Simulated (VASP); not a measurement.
A run of VASP 6.6.1 is set up as follows.

File INCAR:

```
SYSTEM = Li
PREC = Accurate ; ENCUT = 600
EDIFF = 1E-7 ; ISMEAR = 0
SIGMA = 0.1 ; LREAL = .False.
LASPH = .True. ; NELM = 60
ALGO = Fast ; ISIF = 3
LWAVE = .False. ; LCHARG = .False.
GGA = PE ; IBRION = 2
NSW = 100 ; EDIFFG = -0.01
```

The input KPOINTS:

```
regular mesh
0
Gamma
  18 18 6
  0 0 0
```

File POSCAR:

```
Li
1.0
    3.1003969989      0.0000000000      0.0000000000
   -1.5501984995      2.6850225629      0.0000000000
    0.0000000000      0.0000000000      9.7250835049
Li
4
Direct
    0.0000000000      0.0000000000      0.5000000000
    0.6666666667      0.3333333333      0.2500000000
    0.3333333333      0.6666666667      0.7500000000
    0.0000000000      0.0000000000      0.0000000000
```

Potentials or basis: VASP PAW PBE potentials, release 64 (Li_sv).

Run with:

```sh
$ cat potpaw_PBE.64/Li_sv/POTCAR > POTCAR
$ mpirun -np 1 vasp_std > vasp.out
```

(1) What does it give for the relaxed cell?

(2) Estimate the band gap on the k mesh.

(3) What does it give for the space group after relaxing (to 0.1 Å)?

(4) What does it give for the relaxed volume?

Results:

(1) a = 3.042 Å, b = 3.042 Å, c = 9.979 Å, α = 90.00°, β = 90.00°, γ = 120.00°.

(2) zero (bands 6 and 7 overlap by 4.06 eV).

(3) P6_3/mmc (No. 194).

(4) 19.99 Å³/atom.

Caveat: the cutoff is under 1.25 times the usual one of these potentials, so pressure, stress and relaxed cells hold a basis-set (Pulay) error.
